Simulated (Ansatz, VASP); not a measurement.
Two plane-wave programs on Re2P3

```
CELL_PARAMETERS angstrom
2.92119 0.00000 0.00000
-1.46060 2.52983 0.00000
0.00000 0.00000 9.62816
ATOMIC_POSITIONS crystal
Re 0.33333 0.66667 0.79878
Re 0.66667 0.33333 0.20122
P 0.66667 0.33333 0.62473
P 0.00000 0.00000 0.00000
P 0.33333 0.66667 0.37527
```

Alike in both runs: functional PBE; dispersion D3(BJ); k mesh 6 × 6 × 2; occupations gaussian, width 0.1 eV; no spin polarisation.

Ansatz relaxed the structure, and its values are those at the end. VASP's run is a single point on that final structure, the one shown.

```csv
,VASP,Ansatz
version,VASP 6.6.1,Ansatz 0.2.0
potentials or method,"VASP PAW PBE potentials, release 64 (Re, P), cutoff 520 eV","scalar-relativistic, plane waves, PAW"
valence electrons in the cell,29,45
```

|  | VASP | Ansatz | Ansatz less VASP |
| --- | --- | --- | --- |
| gap on the k mesh at the Fermi level (eV) | none | none | - |
| pressure (GPa) | 0.7 | 0.0 | -0.73 |
| rms of the force components (eV/Å) | 0.030 | 0.004 | -0.0255 |

A gap of «none» marks a metal or a gap that the smearing closes. VASP's potentials hold 29 valence electrons a cell and Ansatz's 45, so a difference there can come from the potentials and not from the codes.

The k mesh is coarse, so the values compare programs but aren't converged. Neither program's run includes spin-orbit coupling.
